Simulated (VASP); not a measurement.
# Hf (P6_3/mmc) in VASP: notebook

Runs on Hf. Level: r2SCAN. Tasks: electric field gradients.

All numbers are computed with VASP 6.6.1; they aren't measurements. Logs are shortened: lines on timing, memory, paths and dates and some standing lists are left out, and cuts for length are marked.

## 1. The cell of the first run

The structure is hexagonal, space group P6_3/mmc (No. 194). Conventional cell: a = 3.171 Å, b = 3.171 Å, c = 5.011 Å, α = 90.00°, β = 90.00°, γ = 120.00°. Hf (site symmetry -6m2) has 12 Hf at 3.10 to 3.17 Å within 4.1 Å.

## 2. Electric field gradients, r2SCAN

File POSCAR:

```
Hf
1.0
    3.1709585857      0.0000000000      0.0000000000
   -1.5854792928      2.7461306896      0.0000000000
    0.0000000000      0.0000000000      5.0111812799
Hf
2
Direct
    0.3333333333      0.6666666667      0.2500000000
    0.6666666667      0.3333333333      0.7500000000
```

File INCAR.step1:

```
SYSTEM = Hf
ALGO     = Normal         ! electronic algorithm
EDIFF    = 1E-4           ! SCF threshold, eV
ENCUT    = 520            ! plane-wave cutoff, eV
GGA      = PE             ! functional
ISMEAR   = -1             ! smearing method
LASPH    = .TRUE.         ! aspherical terms in the spheres
LCHARG   = .FALSE.        ! write CHGCAR
LREAL    = .FALSE.        ! projectors in reciprocal space
LWAVE    = .TRUE.         ! write WAVECAR
NBANDS   = 17             ! bands
NELM     = 100            ! most SCF steps
PREC     = Accurate       ! precision mode
SIGMA    = 0.05           ! smearing width, eV
```

File INCAR.step2:

```
SYSTEM = Hf
ALGO     = Normal         ! electronic algorithm
EDIFF    = 1E-8           ! SCF threshold, eV
ENCUT    = 520            ! plane-wave cutoff, eV
ISIF     = 2              ! what is computed and relaxed
ISMEAR   = -1             ! smearing method
ISTART   = 1            
LASPH    = .TRUE.         ! aspherical terms in the spheres
LCHARG   = .FALSE.        ! write CHGCAR
LEFG     = .TRUE.       
LMIXTAU  = .TRUE.       
LREAL    = .FALSE.        ! projectors in reciprocal space
LWAVE    = .FALSE.        ! write WAVECAR
METAGGA  = R2SCAN         ! meta-GGA
NBANDS   = 17             ! bands
NELM     = 100            ! most SCF steps
PREC     = Accurate       ! precision mode
SIGMA    = 0.05           ! smearing width, eV
```

File KPOINTS:

```
k-points
0
G
  12 12 7
  0 0 0
```

Potentials or basis: VASP PAW PBE potentials, release 64 (Hf_pv).

The run is started by

```
$ cat potpaw_PBE.64/Hf_pv/POTCAR > POTCAR
$ cp INCAR.step1 INCAR
$ mpirun -np 1 vasp_std > vasp.out
$ cp INCAR.step2 INCAR
$ mpirun -np 1 vasp_std > vasp.out
```

OUTCAR:

```text
SYSTEM = Hf
   EDIFF = 1E-8
   ENCUT = 520
   ISIF = 2
   ISMEAR = -1
   ISTART = 1
   LASPH = .TRUE.
   LREAL = .FALSE.
   METAGGA = R2SCAN
   NELM = 100
   PREC = Accurate

 ion  position               nearest neighbor table
   1  0.333  0.667  0.250-   2 3.10   2 3.10   2 3.10   2 3.10   2 3.10   2 3.10
   2  0.667  0.333  0.750-   1 3.10   1 3.10   1 3.10   1 3.10   1 3.10   1 3.10

  LATTYP: Found a hexagonal cell.
 ALAT       =     3.1709585857
 C/A-ratio  =     1.5803364013

  Lattice vectors:

 A1 = (   3.1709585857,   0.0000000000,   0.0000000000)
 A2 = (  -1.5854792928,   2.7461306896,   0.0000000000)
 A3 = (   0.0000000000,   0.0000000000,   5.0111812799)

Analysis of symmetry for initial positions (statically):
=====================================================================
 Subroutine PRICEL returns:
 Original cell was already a primitive cell.

 Routine SETGRP: Setting up the symmetry group for a
 hexagonal supercell.

 Subroutine GETGRP returns: Found 24 space group operations
 (whereof 12 operations were pure point group operations)
 out of a pool of 24 trial point group operations.

The static configuration has the point symmetry D_3d.
 The point group associated with its full space group is D_6h.

Analysis of symmetry for dynamics (positions and initial velocities):
=====================================================================
 Subroutine PRICEL returns:
 Original cell was already a primitive cell.

 Routine SETGRP: Setting up the symmetry group for a
 hexagonal supercell.

 Subroutine GETGRP returns: Found 24 space group operations
 (whereof 12 operations were pure point group operations)
 out of a pool of 24 trial point group operations.

The dynamic configuration has the point symmetry D_3d.
 The point group associated with its full space group is D_6h.

 Subroutine INISYM returns: Found 24 space group operations
 (whereof 12 operations are pure point group operations),
 and found     1 'primitive' translations

----------------------------------------------------------------------------------------

                                     Primitive cell

  volume of cell :      43.6367

  direct lattice vectors                    reciprocal lattice vectors
     3.170958586  0.000000000  0.000000000     0.315362050  0.182074364  0.000000000
    -1.585479293  2.746130690  0.000000000     0.000000000  0.364148729  0.000000000
     0.000000000  0.000000000  5.011181280     0.000000000  0.000000000  0.199553747

  length of vectors
     3.170958586  3.170958586  5.011181280     0.364148729  0.364148729  0.199553747

  position of ions in fractional coordinates (direct lattice)
     0.333333333  0.666666667  0.250000000
     0.666666667  0.333333333  0.750000000

  ion indices of the primitive-cell ions
   primitive index   ion index
                 1           1
                 2           2

----------------------------------------------------------------------------------------

 KPOINTS: k-points

Automatic generation of k-mesh.
 Grid dimensions read from file:
 generate k-points for:   12   12    7

 Generating k-lattice:

  Cartesian coordinates                     Fractional coordinates (reciprocal lattice)
     0.026280171  0.015172864  0.000000000     0.083333333  0.000000000  0.000000000
     0.000000000  0.030345727  0.000000000     0.000000000  0.083333333  0.000000000
     0.000000000  0.000000000  0.028507678     0.000000000  0.000000000  0.142857143

  Length of vectors
     0.030345727  0.030345727  0.028507678

  Shift w.r.t. Gamma in fractional coordinates (k-lattice)
     0.000000000  0.000000000  0.000000000

 Subroutine IBZKPT returns following result:
 ===========================================

 Found     76 irreducible k-points:

 Following reciprocal coordinates:
            Coordinates               Weight
  0.000000  0.000000  0.000000      1.000000
  0.083333  0.000000  0.000000      6.000000
  0.166667  0.000000  0.000000      6.000000
  0.250000  0.000000  0.000000      6.000000
  0.333333  0.000000  0.000000      6.000000
  0.416667  0.000000  0.000000      6.000000
[... 16 lines left out ...]
  0.250000  0.000000  0.142857     12.000000
  0.333333  0.000000  0.142857     12.000000
 [... further k-points ...]
   k-points           NKPTS =     76   k-points in BZ     NKDIM =     76   number of bands    NBANDS=     17
   number of dos      NEDOS =    301   number of ions     NIONS =      2
   total plane-waves  NPLWV =  23040
   dimension x,y,z NGX =    24 NGY =   24 NGZ =   40
   dimension x,y,z NGXF=    48 NGYF=   48 NGZF=   80
   ions per type =               2
   NGX,Y,Z   is equivalent  to a cutoff of  12.58, 12.58, 13.27 a.u.
   NGXF,Y,Z  is equivalent  to a cutoff of  25.17, 25.17, 26.54 a.u.
 SYSTEM =  Hf
   PREC   = accura    normal or accurate (medium, high low for compatibility)
   ISTART =      1    job   : 0-new  1-cont  2-samecut
   ICHARG =      0    charge: 1-file 2-atom 10-const
   ISPIN  =      1    spin polarized calculation?
   LNONCOLLINEAR =      F non collinear calculations
   LSORBIT =      F    spin-orbit coupling
   LASPH  =      T    aspherical Exc in radial PAW
   ENCUT  =  520.0 eV  38.22 Ry    6.18 a.u.   5.90  5.90  9.32*2*pi/ulx,y,z
   NELM   =    100;   NELMIN=  2; NELMDL=  0     # of ELM steps
   EDIFF  = 0.1E-07   stopping-criterion for ELM
   LREAL  =      F    real-space projection
   EDIFFG = 0.1E-06   stopping-criterion for IOM
   NSW    =      0    number of steps for IOM
   IBRION =     -1    ionic relax: 0-MD 1-quasi-New 2-CG
   NFREE  =      0    steps in history (QN), initial steepest desc. (CG)
   ISIF   =      2    stress and relaxation
   ISYM   =      2    0-nonsym 1-usesym 2-fastsym
   POTIM  = 0.5000    time-step for ionic-motion
   TEBEG  =    0.0;   TEEND  =   0.0 temperature during run
   PSTRESS=    0.0 pullay stress
   NELECT =      20.0000    total number of electrons
   NUPDOWN=      -1.0000    fix difference up-down
   EMIN   =  10.00;   EMAX   =-10.00  energy-range for DOS
   EFERMI =   0.00;   METHOD = LEGACY
   ISMEAR =    -1;   SIGMA  =   0.05  broadening in eV -4-tet -1-fermi 0-gaus
   EFERMI_NEDOS =   21; number of points for ismear=-14 and -15
   IALGO  =     38    algorithm
   IMIX   =      4    mixing-type and parameters
     AMIX     =   0.40;   BMIX     =  1.00
     AMIX_MAG =   1.60;   BMIX_MAG =  1.00
  volume/ion in A,a.u.               =      21.82       147.24
  Fermi-wavevector in a.u.,A,eV,Ry     =   1.262218  2.385245 21.676707  1.593193
  Thomas-Fermi vector in A             =   2.395637
   LORBIT       =      0    0 simple, 1 ext, 2 COOP (PROOUT), +10 PAW based schemes
   METAGGA = R2SCAN    functional components
   LHFCALC =     F    Hartree Fock is set to
   AEXX    =    0.0000 exact exchange contribution
   IVDW    =     0    specifies the selected vdW correction
   LEPSILON=     F    determine dielectric tensor
   LRPA    =     F    only Hartree local field effects (RPA)
 non-spin polarized calculation
  energy-cutoff  :      520.00
  volume of cell :       43.64
 maximum number of plane-waves:      1192
 NGX is ok and might be reduce to    24

 number of electron      19.9999998 magnetization

 Free energy of the ion-electron system (eV)
  ---------------------------------------------------
  ext. energy  EPLUGINS =         0.00000000
  ---------------------------------------------------
  free energy    TOTEN  =       -90.30280211 eV

  energy without entropy =      -90.29248098  energy(sigma->0) =      -90.29764155

 E-fermi :   5.0075     XC(G=0): -12.2800

 val. band max:        4.9797890495   @ k =   0.0833   0.0000   0.1429
 cond. band min:       5.0215512759   @ k =   0.2500   0.2500   0.4286
 fundamental gap:      0.0417622264
 Fermi energy:         5.0074612161

 k-point     1 :       0.0000    0.0000    0.0000
  band No.  band energies     occupation
      1     -27.2229      2.00000
      2     -26.3911      2.00000
      3     -26.3911      2.00000
      4     -26.2511      2.00000
      5     -26.2511      2.00000
      6     -26.2496      2.00000
[... 9 lines left out ...]
     16       7.9822      0.00000
     17      10.7996      0.00000

 k-point     2 :       0.0833    0.0000    0.0000
  band No.  band energies     occupation
      1     -27.2026      2.00000
      2     -26.4341      2.00000
      3     -26.4055      2.00000
      4     -26.2965      2.00000
      5     -26.2587      2.00000
      6     -26.2566      2.00000
[... 9 lines left out ...]
     16       7.7644      0.00000
     17      10.9755      0.00000
[... 421 lines left out ...]
 k-point    24 :       0.3333    0.0000    0.1429
  band No.  band energies     occupation
      1     -27.0006      2.00000
      2     -26.8125      2.00000
      3     -26.7415      2.00000
      4     -26.5302      2.00000
      5     -26.3887      2.00000
      6     -26.3335      2.00000
[... 9 lines left out ...]
     16       9.9076      0.00000
     17      11.7183      0.00000

 [... further k-points ...]
[... 5 lines left out ...]
  --------------------------------------------------------------------------------------
  -------------------------------------------------------------------------------------
  Total        0.6337714      0.6337714      0.5785176      0.0000000      0.0000000      0.0000000
  in kB       23.2697287     23.2697287     21.2410164      0.0000000      0.0000000      0.0000000
  external PRESSURE =      22.5934913 kB  Pullay stress =       0.0000000 kB

 VOLUME and BASIS-vectors are now :
 -----------------------------------------------------------------------------
  energy-cutoff  :      520.00
  volume of cell :       43.64
      direct lattice vectors                 reciprocal lattice vectors
     3.170958586  0.000000000  0.000000000     0.315362050  0.182074364  0.000000000
    -1.585479293  2.746130690  0.000000000     0.000000000  0.364148729  0.000000000
     0.000000000  0.000000000  5.011181280     0.000000000  0.000000000  0.199553747

 POSITION                                       TOTAL-FORCE (eV/Angst)
 -----------------------------------------------------------------------------------
     -0.00000      1.83075      1.25280        -0.000000      0.000000      0.000000
      1.58548      0.91538      3.75839         0.000000      0.000000      0.000000
 -----------------------------------------------------------------------------------
    total drift:                               -0.000000      0.000000     -0.000000

  FREE ENERGIE OF THE ION-ELECTRON SYSTEM (eV)
  ---------------------------------------------------
  free  energy   TOTEN  =       -90.3028021108 eV

  energy  without entropy=      -90.2924809848  energy(sigma->0) =      -90.29764155

 Electric field gradients (V/A^2)
---------------------------------------------------------------------
 ion       V_xx      V_yy      V_zz      V_xy      V_xz      V_yz
---------------------------------------------------------------------
   1     -42.250   -42.250    84.501     0.000     0.000    -0.000
   2     -42.250   -42.250    84.501     0.000    -0.000     0.000
---------------------------------------------------------------------

 Electric field gradients after diagonalization (V/A^2)
 (convention: |V_zz| > |V_xx| > |V_yy|)
----------------------------------------------------------------------
 ion       V_xx      V_yy      V_zz     asymmetry (V_yy - V_xx)/ V_zz
----------------------------------------------------------------------
   1     -42.251   -42.250    84.501       0.000
   2     -42.251   -42.250    84.501       0.000
----------------------------------------------------------------------

           NMR quadrupolar parameters

 Cq : quadrupolar parameter    Cq=e*Q*V_zz/h
 eta: asymmetry parameters     (V_yy - V_xx)/ V_zz
 Q  : nuclear electric quadrupole moment in mb (millibarn)
----------------------------------------------------------------------
 ion       Cq(MHz)       eta       Q (mb)
----------------------------------------------------------------------
   1       0.204       0.000       1.000
   2       0.204       0.000       1.000
----------------------------------------------------------------------
```

Wall time 2.5 min (1 thread of Intel Xeon 6975P-C, shared host); peak memory 0.2 GiB.

What came out:

| Quantity | Value |
| --- | --- |
| Free energy | -90.3028 eV |
| Pressure | 2.3 GPa |
| Band gap on the k mesh | zero (band 10 reaches 6.34 eV, above the bottom of band 11 at 4.58 eV) |

Stress tensor (GPa, compression positive):
```
2.33 0.00 0.00
0.00 2.33 0.00
0.00 0.00 2.12
```

Electric field gradients, principal values (V/Å²):
```tsv
atom	least	middle	greatest (by size)
1 Hf	-42.250	-42.251	84.501
2 Hf	-42.250	-42.251	84.501
```

Caveat: without QUAD_EFG the Cq values of the log hold for a quadrupole moment of 1 mb, not for the nuclei; the PAW data sets were made with another functional, which shifts forces and pressure a little; spin-orbit coupling is left out, which moves the levels of the heavy elements.

## 3. Electric field gradients, r2SCAN

POSCAR is that of step 2.

File INCAR.step1:

```
ALGO = Normal
EDIFF = 1E-4
ENCUT = 520
GGA = PE
ISMEAR = -1
LASPH = T
LCHARG = F
LREAL = F
LWAVE = T
NBANDS = 17
NELM = 100
PREC = Accurate
SIGMA = 0.05
```

File INCAR.step2:

```
ALGO = Normal
EDIFF = 1E-8
ENCUT = 520
ISIF = 2
ISMEAR = -1
ISTART = 1
LASPH = T
LCHARG = F
LEFG = T
LMIXTAU = T
LREAL = F
LWAVE = F
METAGGA = R2SCAN
NBANDS = 17
NELM = 100
PREC = Accurate
SIGMA = 0.05
```

File KPOINTS:

```
k-points
0
Gamma
  12 12 7
```

Potentials or basis: VASP PAW PBE potentials, release 64 (Hf_pv).

The run is started by

```
$ cat potpaw_PBE.64/Hf_pv/POTCAR > POTCAR
$ cp INCAR.step1 INCAR
$ mpirun -np 1 vasp_std > vasp.out
$ cp INCAR.step2 INCAR
$ mpirun -np 1 vasp_std > vasp.out
```

OUTCAR:

```text
EDIFF = 1E-8
   ENCUT = 520
   ISIF = 2
   ISMEAR = -1
   ISTART = 1
   LASPH = T
   LREAL = F
   METAGGA = R2SCAN
   NELM = 100
   PREC = Accurate

 ion  position               nearest neighbor table
   1  0.333  0.667  0.250-   2 3.10   2 3.10   2 3.10   2 3.10   2 3.10   2 3.10
   2  0.667  0.333  0.750-   1 3.10   1 3.10   1 3.10   1 3.10   1 3.10   1 3.10

  LATTYP: Found a hexagonal cell.
 ALAT       =     3.1709585857
 C/A-ratio  =     1.5803364013

  Lattice vectors:

 A1 = (   3.1709585857,   0.0000000000,   0.0000000000)
[... 696 lines left out ...]
  free  energy   TOTEN  =       -90.3028021108 eV

  energy  without entropy=      -90.2924809848  energy(sigma->0) =      -90.29764155

 Electric field gradients (V/A^2)
---------------------------------------------------------------------
 ion       V_xx      V_yy      V_zz      V_xy      V_xz      V_yz
---------------------------------------------------------------------
   1     -42.250   -42.250    84.501     0.000     0.000    -0.000
   2     -42.250   -42.250    84.501     0.000    -0.000     0.000
---------------------------------------------------------------------

 Electric field gradients after diagonalization (V/A^2)
 (convention: |V_zz| > |V_xx| > |V_yy|)
----------------------------------------------------------------------
 ion       V_xx      V_yy      V_zz     asymmetry (V_yy - V_xx)/ V_zz
----------------------------------------------------------------------
   1     -42.251   -42.250    84.501       0.000
   2     -42.251   -42.250    84.501       0.000
----------------------------------------------------------------------

           NMR quadrupolar parameters

 Cq : quadrupolar parameter    Cq=e*Q*V_zz/h
 eta: asymmetry parameters     (V_yy - V_xx)/ V_zz
 Q  : nuclear electric quadrupole moment in mb (millibarn)
----------------------------------------------------------------------
 ion       Cq(MHz)       eta       Q (mb)
----------------------------------------------------------------------
   1       0.204       0.000       1.000
   2       0.204       0.000       1.000
----------------------------------------------------------------------
```

OUTCAR.step1:

```text
EDIFF = 1E-4
   ENCUT = 520
   GGA = PE
   ISMEAR = -1
   LASPH = T
   LREAL = F
[... 702 lines left out ...]
 -----------------------------------------------------------------------------------
     -0.00000      1.83075      1.25280         0.000000     -0.000000      0.000000
      1.58548      0.91538      3.75839        -0.000000      0.000000      0.000000
 -----------------------------------------------------------------------------------
    total drift:                               -0.000000      0.000000     -0.000000

  FREE ENERGIE OF THE ION-ELECTRON SYSTEM (eV)
  ---------------------------------------------------
  free  energy   TOTEN  =       -19.8431628369 eV

  energy  without entropy=      -19.8301997444  energy(sigma->0) =      -19.83668129
```

It took 2.4 min on 1 thread of Intel Xeon 6975P-C, shared host; peak memory 0.2 GiB.

What came out:

| Property | Result |
| --- | --- |
| Free energy | -90.3028 eV |
| Pressure | 2.3 GPa |
| Band gap on the k mesh | zero (band 10 reaches 6.34 eV, above the bottom of band 11 at 4.58 eV) |

Levels at points of the mesh, in eV from the Fermi level:
| k point | band 8 | band 9 | band 10 | band 11 | band 12 | band 13 |
| --- | --- | --- | --- | --- | --- | --- |
| (0.00, 0.00, 0.00) | -3.93 | 0.51 | 1.33 | 1.33 | 1.66 | 2.24 |
| (0.50, 0.00, 0.00) | -2.95 | -2.41 | -0.98 | 0.96 | 0.96 | 1.87 |

Electric field gradients, principal values (V/Å²):
```csv
atom,least,middle,greatest (by size)
1 Hf,-42.250,-42.251,84.501
2 Hf,-42.250,-42.251,84.501
```

Caveat: without QUAD_EFG the Cq values of the log hold for a quadrupole moment of 1 mb, not for the nuclei; the PAW data sets were made with another functional, which shifts forces and pressure a little; spin-orbit coupling is left out, which moves the levels of the heavy elements.
